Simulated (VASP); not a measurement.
# NbP (I4_1md) in VASP: a series of runs, part 2 of 2

VASP 6.6.1. Earlier steps stand in the parts before.

## 3. Single point, PBE (strain along c alone, the other axes held: +3.0 %, then relaxed in part)

Input file INCAR:

```
PREC = Accurate
ENCUT = 520
EDIFF = 1E-7
ISMEAR = 0
SIGMA = 0.1
LREAL = F
LASPH = T
NELM = 100
ALGO = Normal
ISIF = 2
LWAVE = F
LCHARG = F
GGA = PE
NBANDS = 46
```

Input file KPOINTS:

```
Automatic mesh
0
Gamma
  10 10 4
```

Input file POSCAR:

```
NbP
1.0
    3.3470468453      0.0000000000      0.0000000000
    0.0000000000      3.3470468453      0.0000000000
    0.0000000000      0.0000000000     11.7708033980
Nb P
4 4
Direct
    0.5000000000      0.5000000000     -0.0006375380
    0.0000000000      0.5000000000      0.7493624620
    0.0000000000      0.0000000000      0.4993624620
    0.5000000000      0.0000000000      0.2493624620
    0.0000000000      0.0000000000      0.0832661130
    0.5000000000      0.0000000000      0.8332661130
    0.5000000000      0.5000000000      0.5832661130
    0.0000000000      0.5000000000      0.3332661130
```

Potentials or basis: VASP PAW PBE potentials, release 64 (Nb_sv, P).

Launch:

```console
> cat potpaw_PBE.64/Nb_sv/POTCAR potpaw_PBE.64/P/POTCAR > POTCAR
> mpirun -np 1 vasp_std > vasp.out
```

OUTCAR:

```text
PREC = Accurate
   ENCUT = 520
   EDIFF = 1E-7
   ISMEAR = 0
   LREAL = F
   LASPH = T
   NELM = 100
   ISIF = 2
   GGA = PE

 ion  position               nearest neighbor table
   1  0.500  0.500  0.999-   5 2.56   5 2.56   5 2.56   5 2.56   6 2.57   6 2.57
   2  0.000  0.500  0.749-   6 2.56   6 2.56   6 2.56   6 2.56   7 2.57   7 2.57
   3  0.000  0.000  0.499-   7 2.56   7 2.56   7 2.56   7 2.56   8 2.57   8 2.57
   4  0.500  0.000  0.249-   8 2.56   8 2.56   8 2.56   8 2.56   5 2.57   5 2.57
   5  0.000  0.000  0.083-   1 2.56   1 2.56   1 2.56   1 2.56   4 2.57   4 2.57
   6  0.500  0.000  0.833-   2 2.56   2 2.56   2 2.56   2 2.56   1 2.57   1 2.57
   7  0.500  0.500  0.583-   3 2.56   3 2.56   3 2.56   3 2.56   2 2.57   2 2.57
   8  0.000  0.500  0.333-   4 2.56   4 2.56   4 2.56   4 2.56   3 2.57   3 2.57

  LATTYP: Found a simple tetragonal cell.
 ALAT       =     3.3470468453
 C/A-ratio  =     3.5167728275

  Lattice vectors:

 A1 = (   3.3470468453,   0.0000000000,   0.0000000000)
 A2 = (   0.0000000000,   3.3470468453,   0.0000000000)
 A3 = (   0.0000000000,   0.0000000000,  11.7708033980)

Analysis of symmetry for initial positions (statically):
=====================================================================
 Subroutine PRICEL returns following result:

  LATTYP: Found a body centered tetragonal cell.
 ALAT       =     3.3470468453
 C/A-ratio  =     3.5167728275

  Lattice vectors:

 A1 = (  -1.6735234226,   1.6735234226,   5.8854016990)
 A2 = (   1.6735234227,  -1.6735234226,   5.8854016990)
 A3 = (   1.6735234226,   1.6735234227,  -5.8854016990)

   2 primitive cells build up your supercell.

 Routine SETGRP: Setting up the symmetry group for a
 simple tetragonal supercell.

 Subroutine GETGRP returns: Found  8 space group operations
 (whereof  4 operations were pure point group operations)
 out of a pool of 16 trial point group operations.

[... 153 lines left out ...]
  Fermi-wavevector in a.u.,A,eV,Ry     =   1.338061  2.528568 24.359953  1.790406
  Thomas-Fermi vector in A             =   2.466561
   LORBIT       =      0    0 simple, 1 ext, 2 COOP (PROOUT), +10 PAW based schemes
   GGA     = PE    functional components
   LHFCALC =     F    Hartree Fock is set to
   AEXX    =    0.0000 exact exchange contribution
   IVDW    =     0    specifies the selected vdW correction
   LEPSILON=     F    determine dielectric tensor
   LRPA    =     F    only Hartree local field effects (RPA)
 non-spin polarized calculation
 Gauss-broadening in eV      SIGMA  =   0.10
  energy-cutoff  :      520.00
  volume of cell :      131.87
 maximum number of plane-waves:      3592
 NGX is ok and might be reduce to    28

 number of electron      72.0000006 magnetization

 Free energy of the ion-electron system (eV)
  ---------------------------------------------------
  ext. energy  EPLUGINS =         0.00000000
  ---------------------------------------------------
  free energy    TOTEN  =       -70.53690458 eV

  energy without entropy =      -70.53033861  energy(sigma->0) =      -70.53362159

 E-fermi :  10.2658     XC(G=0): -11.8706

 val. band max:       10.2250620268   @ k =   0.2000   0.0000   0.2500
 cond. band min:      10.2814636262   @ k =   0.5000   0.0000   0.0000
 fundamental gap:      0.0564015994
 Fermi energy:        10.2657697956

 k-point     1 :       0.0000    0.0000    0.0000
  band No.  band energies     occupation
      1     -44.7680      2.00000
      2     -44.7536      2.00000
      3     -44.7536      2.00000
      4     -44.7392      2.00000
      5     -20.9969      2.00000
      6     -20.8388      2.00000
[... 1165 lines left out ...]
     45      13.2821      0.00000
     46      13.5566      0.00000

 [... further k-points ...]

------------------------ aborting loop because EDIFF is reached ----------------------------------------

  FORCE on cell =-STRESS in cart. coord.  units (eV):
  Direction    XX          YY          ZZ          XY          YZ          ZX
  --------------------------------------------------------------------------------------
  -------------------------------------------------------------------------------------
  Total       -3.0958768     -3.0958768     -6.2468009      0.0000000      0.0000000      0.0000000
  in kB      -37.6153025    -37.6153025    -75.8994380      0.0000000      0.0000000      0.0000000
  external PRESSURE =     -50.3766810 kB  Pullay stress =       0.0000000 kB

 VOLUME and BASIS-vectors are now :
 -----------------------------------------------------------------------------
  energy-cutoff  :      520.00
  volume of cell :      131.87
      direct lattice vectors                 reciprocal lattice vectors
     3.347046845  0.000000000  0.000000000     0.298770841  0.000000000  0.000000000
     0.000000000  3.347046845  0.000000000     0.000000000  0.298770841  0.000000000
     0.000000000  0.000000000 11.770803398     0.000000000  0.000000000  0.084955968

 POSITION                                       TOTAL-FORCE (eV/Angst)
 -----------------------------------------------------------------------------------
      1.67352      1.67352     11.76330        -0.000000     -0.000000     -0.000107
      0.00000      1.67352      8.82060        -0.000000      0.000000     -0.000107
      0.00000      0.00000      5.87790        -0.000000     -0.000000     -0.000107
      1.67352      0.00000      2.93520         0.000000     -0.000000     -0.000107
      0.00000      0.00000      0.98011        -0.000000     -0.000000      0.000107
      1.67352      0.00000      9.80821         0.000000     -0.000000      0.000107
      1.67352      1.67352      6.86551        -0.000000     -0.000000      0.000107
      0.00000      1.67352      3.92281        -0.000000     -0.000000      0.000107
 -----------------------------------------------------------------------------------
    total drift:                               -0.000000      0.000000      0.000384

  FREE ENERGIE OF THE ION-ELECTRON SYSTEM (eV)
  ---------------------------------------------------
  free  energy   TOTEN  =       -70.5369045763 eV

  energy  without entropy=      -70.5303386068  energy(sigma->0) =      -70.53362159
```

OSZICAR:

```text
N       E                     dE             d eps       ncg     rms          rms(c)
DAV:   1     0.774700824912E+03    0.77470E+03   -0.37678E+04  5804   0.156E+03
DAV:   2    -0.697756047149E+01   -0.78168E+03   -0.76462E+03  7194   0.599E+02
DAV:   3    -0.709075340997E+02   -0.63930E+02   -0.62928E+02  9616   0.129E+02
DAV:   4    -0.752831123885E+02   -0.43756E+01   -0.43534E+01  9640   0.296E+01
DAV:   5    -0.755092226718E+02   -0.22611E+00   -0.22570E+00  9716   0.733E+00    0.176E+01
DAV:   6    -0.704786681368E+02    0.50306E+01   -0.24415E+01  8608   0.229E+01    0.670E+00
DAV:   7    -0.705344263968E+02   -0.55758E-01   -0.16581E+00  9136   0.500E+00    0.390E+00
DAV:   8    -0.705353489728E+02   -0.92258E-03   -0.17497E-01  8582   0.201E+00    0.754E-01
DAV:   9    -0.705362328781E+02   -0.88391E-03   -0.24500E-02  9744   0.875E-01    0.462E-01
DAV:  10    -0.705370544116E+02   -0.82153E-03   -0.75369E-03  7894   0.560E-01    0.149E-01
DAV:  11    -0.705369042653E+02    0.15015E-03   -0.79137E-04  8456   0.197E-01    0.349E-02
DAV:  12    -0.705369057167E+02   -0.14514E-05   -0.55029E-05  9778   0.340E-02    0.186E-02
DAV:  13    -0.705369053774E+02    0.33929E-06   -0.69558E-06  8960   0.183E-02    0.569E-03
DAV:  14    -0.705369040905E+02    0.12870E-05   -0.11149E-06  8866   0.504E-03    0.205E-03
DAV:  15    -0.705369043963E+02   -0.30589E-06   -0.14504E-07  5344   0.192E-03    0.912E-04
DAV:  16    -0.705369045595E+02   -0.16320E-06   -0.28820E-08  4778   0.146E-03    0.647E-04
DAV:  17    -0.705369045763E+02   -0.16775E-07   -0.86231E-09  4528   0.805E-04
   1 F= -.70536905E+02 E0= -.70533622E+02  d E =-.656597E-02
```

stdout:

```text
POSCAR found type information on POSCAR NbP
 POSCAR found :  2 types and       8 ions
 scaLAPACK will be used
 LDA part: xc-table for (Slater+PW92), standard interpolation
 POSCAR, INCAR and KPOINTS ok, starting setup
 FFT: planning ... GRIDC
 FFT: planning ... GRID_SOFT
 FFT: planning ... GRID
 WAVECAR not read
 entering main loop
```

Wall time 5.7 min (1 thread of Intel Xeon Platinum 8488C (Sapphire Rapids), shared host); peak memory 0.43 GiB.

What came out:

* Free energy: -70.5369 eV
* Pressure: -5.0 GPa
* Band gap on the k mesh: zero (band 36 reaches 10.42 eV, above the bottom of band 37 at 10.28 eV)

Caveat: the cell differs from its parent crystal (strain along c alone, the other axes held: +3.0 %, then relaxed in part).

## 4. Single point, PBE

This run uses another cell than the first one: it holds 8 atoms, not 4.

Input file INCAR:

```
PREC = Accurate
ENCUT = 520
EDIFF = 1E-6
ISMEAR = 0
SIGMA = 0.1
LREAL = False
LASPH = True
NELM = 100
ALGO = Normal
ISIF = 2
LWAVE = False
LCHARG = False
GGA = PE
NBANDS = 46
```

KPOINTS is that of step 3.

Input file POSCAR:

```
NbP
1.0
    3.3470468453      0.0000000000      0.0000000000
    0.0000000000      3.3470468453      0.0000000000
    0.0000000000      0.0000000000     11.4279644641
Nb P
4 4
Direct
    0.5000000000      0.5000000000      0.0000346828
    0.0000000000      0.5000000000      0.7500346828
    0.0000000000      0.0000000000      0.5000346828
    0.5000000000      0.0000000000      0.2500346828
    0.0000000000      0.0000000000      0.0825938922
    0.5000000000      0.0000000000      0.8325938922
    0.5000000000      0.5000000000      0.5825938922
    0.0000000000      0.5000000000      0.3325938922
```

Potentials or basis: VASP PAW PBE potentials, release 64 (Nb_sv, P).

Launch:

```console
> cat potpaw_PBE.64/Nb_sv/POTCAR potpaw_PBE.64/P/POTCAR > POTCAR
> mpirun -np 1 vasp_std > vasp.out
```

OUTCAR:

```text
PREC = Accurate
   ENCUT = 520
   EDIFF = 1E-6
   ISMEAR = 0
   LREAL = False
   LASPH = True
   NELM = 100
   ISIF = 2
   GGA = PE

 ion  position               nearest neighbor table
   1  0.500  0.500  0.000-   6 2.54   6 2.54   5 2.55   5 2.55   5 2.55   5 2.55
   2  0.000  0.500  0.750-   7 2.54   7 2.54   6 2.55   6 2.55   6 2.55   6 2.55
   3  0.000  0.000  0.500-   8 2.54   8 2.54   7 2.55   7 2.55   7 2.55   7 2.55
   4  0.500  0.000  0.250-   5 2.54   5 2.54   8 2.55   8 2.55   8 2.55   8 2.55
   5  0.000  0.000  0.083-   4 2.54   4 2.54   1 2.55   1 2.55   1 2.55   1 2.55
   6  0.500  0.000  0.833-   1 2.54   1 2.54   2 2.55   2 2.55   2 2.55   2 2.55
   7  0.500  0.500  0.583-   2 2.54   2 2.54   3 2.55   3 2.55   3 2.55   3 2.55
   8  0.000  0.500  0.333-   3 2.54   3 2.54   4 2.55   4 2.55   4 2.55   4 2.55

  LATTYP: Found a simple tetragonal cell.
 ALAT       =     3.3470468453
 C/A-ratio  =     3.4143425510

  Lattice vectors:

 A1 = (   3.3470468453,   0.0000000000,   0.0000000000)
 A2 = (   0.0000000000,   3.3470468453,   0.0000000000)
 A3 = (   0.0000000000,   0.0000000000,  11.4279644641)

[... 211 lines left out ...]
  band No.  band energies     occupation
      1     -44.2906      2.00000
      2     -44.2714      2.00000
      3     -44.2714      2.00000
      4     -44.2520      2.00000
      5     -20.5567      2.00000
      6     -20.3643      2.00000
[... 1165 lines left out ...]
     45      13.8934      0.00000
     46      13.9899      0.00000

 [... further k-points ...]

------------------------ aborting loop because EDIFF is reached ----------------------------------------

  FORCE on cell =-STRESS in cart. coord.  units (eV):
  Direction    XX          YY          ZZ          XY          YZ          ZX
  --------------------------------------------------------------------------------------
  -------------------------------------------------------------------------------------
  Total       -0.3602087     -0.3602087     -0.1255151      0.0000000      0.0000000      0.0000000
  in kB       -4.5078796     -4.5078796     -1.5707758      0.0000000      0.0000000      0.0000000
  external PRESSURE =      -3.5288450 kB  Pullay stress =       0.0000000 kB

 VOLUME and BASIS-vectors are now :
 -----------------------------------------------------------------------------
  energy-cutoff  :      520.00
  volume of cell :      128.02
      direct lattice vectors                 reciprocal lattice vectors
     3.347046845  0.000000000  0.000000000     0.298770841  0.000000000  0.000000000
     0.000000000  3.347046845  0.000000000     0.000000000  0.298770841  0.000000000
     0.000000000  0.000000000 11.427964464     0.000000000  0.000000000  0.087504647

 POSITION                                       TOTAL-FORCE (eV/Angst)
 -----------------------------------------------------------------------------------
      1.67352      1.67352      0.00040         0.000000     -0.000000     -0.004872
      0.00000      1.67352      8.57137         0.000000      0.000000     -0.004872
      0.00000      0.00000      5.71438        -0.000000      0.000000     -0.004872
      1.67352      0.00000      2.85739        -0.000000      0.000000     -0.004872
      0.00000      0.00000      0.94388         0.000000      0.000000      0.004872
      1.67352      0.00000      9.51485        -0.000000      0.000000      0.004872
      1.67352      1.67352      6.65786         0.000000     -0.000000      0.004872
      0.00000      1.67352      3.80087         0.000000      0.000000      0.004872
 -----------------------------------------------------------------------------------
    total drift:                               -0.000000     -0.000000      0.000316

  FREE ENERGIE OF THE ION-ELECTRON SYSTEM (eV)
  ---------------------------------------------------
  free  energy   TOTEN  =       -70.6293014566 eV

  energy  without entropy=      -70.6205815718  energy(sigma->0) =      -70.62494151
```

Wall time 4.9 min (1 thread of Intel Xeon Platinum 8488C (Sapphire Rapids), shared host); peak memory 0.41 GiB.

What came out:

| Property | Result |
| --- | --- |
| Free energy | -70.6293 eV |
| Pressure | -0.4 GPa |
| Largest force | 0.005 eV/Å |
| Band gap on the k mesh | zero (band 36 reaches 10.75 eV, above the bottom of band 37 at 10.61 eV) |

Forces in eV/Å, atoms in the order of the input:
```
Nb   0.000  0.000 -0.005
Nb   0.000  0.000 -0.005
Nb   0.000  0.000 -0.005
Nb   0.000  0.000 -0.005
P    0.000  0.000  0.005
P    0.000  0.000  0.005
P    0.000  0.000  0.005
P    0.000  0.000  0.005
```

Levels at points of the mesh, in eV from the Fermi level:
```
           k point  band 32  band 33  band 34  band 35  band 36  band 37  band 38  band 39  band 40  band 41
(0.00, 0.00, 0.00)    -1.70    -1.36    -1.36    -0.53    -0.53     0.82     1.19     1.19     1.60     2.33
(0.50, 0.00, 0.00)    -1.96    -1.48    -1.48    -0.05    -0.05    -0.03    -0.03     1.51     1.51     2.48
(0.50, 0.50, 0.00)    -2.84    -0.43    -0.43    -0.43    -0.43     2.97     2.97     2.97     2.97     3.08
(0.00, 0.00, 0.50)    -2.07    -0.91    -0.91    -0.91    -0.91     0.92     0.92     1.47     1.47     2.71
(0.50, 0.00, 0.50)    -1.86    -1.50    -1.50    -0.10    -0.10     0.07     0.07     1.32     1.32     2.47
(0.50, 0.50, 0.50)    -2.88    -0.41    -0.41    -0.41    -0.41     2.99     2.99     2.99     2.99     3.06
```

## 5. Summary

| cell | k mesh | gap on the mesh (eV) | pressure (GPa) |
| --- | --- | --- | --- |
| a = 6.185 Å, angles 148.6, 148.6, 45.0°, 4 atoms | 18 × 18 × 18 | none | -0.4 |
| a = 3.347, b = 3.347, c = 11.771 Å, 8 atoms | 10 × 10 × 4 | none | -5.0 |
| a = 3.347, b = 3.347, c = 11.428 Å, 8 atoms | 10 × 10 × 4 | none | -0.4 |

Alike in all rows: task single point; level PBE; potentials or basis VASP PAW PBE potentials, release 64 (Nb_sv, P); no spin polarisation; cutoff (eV) 520; smearing gaussian 0.1 eV.

Total energies depend on the potentials used, so only differences within one code and one set of settings carry meaning.
